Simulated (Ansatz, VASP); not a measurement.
GaAs: VASP and Ansatz over several settings

```xyz
2
Lattice="3.6064 0.0000 0.0000 -1.8032 3.1232 0.0000 0.0000 0.0000 3.5732" Properties=species:S:1:pos:R:3 pbc="T T T"
Ga    0.0000    2.0822    1.7866
As    0.0000    0.0000    0.0000
```

Single points on this cell with VASP 6.6.1 and Ansatz 0.2.0. Each row is one pair of runs. Alike in all rows: spin: off; VASP's potentials, cutoff: VASP PAW PBE potentials, release 64 (Ga_d, As), 520 eV; Ansatz's potentials, cutoff: Ansatz PAW, 420 eV.

| level | k mesh | smearing | gap on the k mesh at the Fermi level (eV), VASP | gap on the k mesh at the Fermi level (eV), Ansatz | pressure (GPa), VASP | pressure (GPa), Ansatz |
| --- | --- | --- | --- | --- | --- | --- |
| PBEsol-based global hybrid | 5 × 5 × 4 | fermi-dirac, width 0.05 eV | ? | none | ? | -5.1 |
| B3LYP | 5 × 5 × 4 | fermi-dirac, width 0.05 eV | none | none | 2.2 | 2.4 |
| PBE | 9 × 9 × 8 | gaussian, width 0.011 eV | none | none | -0.4 | -0.5 |

Question: Fill in what VASP gave in row 1.

Answer: gap on the k mesh at the Fermi level (eV): none; pressure (GPa): -5.2.

VASP's potentials hold 18 valence electrons a cell and Ansatz's 28, so a difference there can come from the potentials and not from the codes.

A gap of «none» marks a metal or a gap that the smearing closes.

The k mesh is coarse in some rows, so the values compare programs but aren't converged.
